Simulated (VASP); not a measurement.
# Hg: single point with PBE

Hg:

```
Hg
1.0
     0.00000    2.53183    2.53183
     2.53183    0.00000    2.53183
     2.53183    2.53183    0.00000
Hg
1
Direct
  0.00000 0.00000 0.00000
```

```yaml
Program: VASP 6.6.1
Task: single point
Functional: PBE
Potentials_or_basis: VASP PAW PBE potentials, release 64 (Hg)
Cutoff: 500 eV
k_mesh: 16 × 16 × 16
Occupations: gaussian, width 0.05 eV
Spin: no spin polarisation
```

```yaml
Pressure: 0.0 GPa
```

Levels at points of the mesh, in eV from the Fermi level:
```tsv
k point	band 3	band 4	band 5	band 6	band 7	band 8	band 9	band 10
(0.00, 0.00, 0.00)	-5.70	-5.70	-5.38	-5.38	12.41	12.41	12.41	13.30
(0.50, 0.00, 0.00)	-5.70	-5.10	-5.10	-1.61	0.12	10.52	10.52	12.63
(0.50, 0.50, 0.00)	-5.12	-5.03	-5.03	-0.14	1.15	6.63	6.63	9.92
```

It took 69 s on 1 thread of Intel Xeon 8259CL, on a shared host, peak memory 0.19 GiB.

Caveat: spin-orbit coupling is left out, which moves the levels of the heavy elements.
